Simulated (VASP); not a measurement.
The system is Ti.

```
Ti
1.0
     2.87085    0.00000    0.00000
     1.43543    2.48623    0.00000
     1.43543    0.82874    2.34404
Ti
1
Direct
  0.00000 0.00000 0.00000
```

```yaml
Program: VASP 6.6.1
Task: relaxation of cell and atoms
Functional: LDA
Potentials_or_basis: VASP PAW LDA potentials, release 64 (Ti_sv)
Cutoff: 500 eV
k_mesh: 9 × 9 × 9
Occupations: methfessel-paxton, width 0.1 eV
Spin: no spin polarisation
```

At the start: pressure -4.8 GPa; volume 16.73 Å³/atom.

Where does the relaxation end?

Over 3 steps the energy falls by 10.4 meV/atom and the volume is 16.05 Å³/atom (-4.1 %); space group Fm-3m (No. 225, to 0.05 Å).

The path:
```
step  energy change (eV)  largest force (eV/Å)  pressure (GPa)  volume (Å³)
   1              0.0000                0.0000           -4.76        16.73
   2             -0.0046                0.0000            3.92        15.56
   3             -0.0104                0.0000            0.01        16.05
```

Final structure:
```
Ti
1.0
     2.83121    0.00000    0.00000
     1.41561    2.45190    0.00000
     1.41561    0.81730    2.31168
Ti
1
Cartesian
  1.4156 0.8173 2.3117
```
